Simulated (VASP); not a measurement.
The system is Ir.

```
Ir
1.0
    -2.38726    2.38726    1.30344
     2.38726   -2.38726    1.30344
     2.38726    2.38726   -1.30344
Ir
2
Direct
  0.00000 0.00000 0.00000
  0.75000 0.25000 0.50000
```

| Item | Value |
| --- | --- |
| Program | VASP 6.6.1 |
| Task | relaxation of cell and atoms |
| Functional | LDA |
| Potentials or basis | VASP PAW LDA potentials, release 64 (Ir) |
| Cutoff | 600 eV |
| k mesh | 14 × 14 × 9 |
| Occupations | fermi-dirac, width 0.1 eV |
| Spin | no spin polarisation |

At the start: pressure 14.8 GPa; volume 14.86 Å³/atom.

Problem. How do energy, volume and symmetry change on relaxing?

Solution. Over 9 steps the energy falls by 42.5 meV/atom and the volume is 15.52 Å³/atom (+4.5 %); space group I4_1/amd (No. 141, to 0.1 Å) before and after.

Step by step:
```tsv
step	energy change (eV)	largest force (eV/Å)	pressure (GPa)	volume (Å³)
1	0.0000	0.0048	14.83	29.71
2	0.4887	0.0017	-32.08	35.99
3	-0.0732	0.0022	-2.57	31.25
4	-0.0736	0.0023	-1.62	31.15
5	-0.0805	0.0005	1.74	30.92
6	-0.0849	0.0014	0.31	31.01
7	-0.0849	0.0013	0.34	31.01
8	-0.0847	0.0004	-0.72	31.11
9	-0.0849	0.0009	-0.01	31.04
```

Final structure:
```yaml
crystal:
  lattice:
    - [-2.39361, 2.39366, 1.35449]
    - [2.39366, -2.39361, 1.35449]
    - [2.39325, 2.39325, -1.35440]
  atoms:
    - { symbol: Ir, position: [0.99998, 0.00002, 0.00000] }
    - { symbol: Ir, position: [0.75002, 0.24998, 0.50000] }
```
